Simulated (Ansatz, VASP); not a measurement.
Ti: VASP beside Ansatz

File INCAR:

```
SYSTEM = Ti
PREC     = Accurate       ! precision mode
ENCUT    = 400            ! plane-wave cutoff, eV
EDIFF    = 1E-8           ! SCF threshold, eV
ISMEAR   = -1             ! smearing method
SIGMA    = 0.05           ! smearing width, eV
LREAL    = .FALSE.        ! projectors in reciprocal space
LASPH    = .TRUE.         ! aspherical terms in the spheres
NELM     = 120            ! most SCF steps
ALGO     = Normal         ! electronic algorithm
ISIF     = 2              ! what is computed and relaxed
LWAVE    = .FALSE.        ! write WAVECAR
LCHARG   = .FALSE.        ! write CHGCAR
GGA      = PS             ! functional
LEFG     = .TRUE.       
NBANDS   = 12             ! bands
GGA_COMPAT= .FALSE.
```

The input KPOINTS:

```
regular mesh
0
G
  14 14 14
  0 0 0
```

File POSCAR:

```
Ti
1.0
   -1.6081800000      1.6410000000      1.6410000000
    1.6410000000     -1.6081800000      1.6410000000
    1.6410000000      1.6410000000     -1.6081800000
Ti
1
Direct
    0.0000000000      0.0000000000      0.0000000000
```

Input for Ansatz:

```yaml
crystal:
  lattice:
    - [-1.60818, 1.641, 1.641]
    - [1.641, -1.60818, 1.641]
    - [1.641, 1.641, -1.60818]
  atoms:
    - { symbol: Ti, position: [0.0, 0.0, 0.0] }
kpoints:
  mp_grid: { grid: [14, 14, 14] }
scf:
  occupations: { method: fermi_dirac, width: 0.05 }
hamiltonian:
  xc: pbesol
  pseudopotentials: { kind: all_electron, datasets: crystal }
output:
  forces: true
  stress: true
  eigenvalues: true
  efg: { contact_densities: true }
```

Change from the starting cell: equal xy, yz and zx shear strains of +2 %, crystal datasets.

Alike in both runs: task electric field gradients; functional PBEsol; k mesh 14 × 14 × 14; occupations fermi-dirac, width 0.05 eV; no spin polarisation.

|  | VASP | Ansatz |
| --- | --- | --- |
| version | VASP 6.6.1 | Ansatz 0.2.0 |
| potentials or method | VASP PAW PBE potentials, release 64 (Ti_sv), cutoff 400 eV | all-electron PAW with datasets made for the crystal, scalar-relativistic |

```csv
,VASP,Ansatz,Ansatz less VASP
pressure (GPa),-7.5,-6.7,+0.80
"traceless stress, the component that is largest in VASP (GPa)",-0.81,-0.80,+0.001
size of Vzz on the site where it differs most (V/Å²),8.1,8.0,-0.09
```

VASP's potentials were made for PBE, not for PBEsol. Ansatz ran all-electron here, and VASP with PAW potentials.
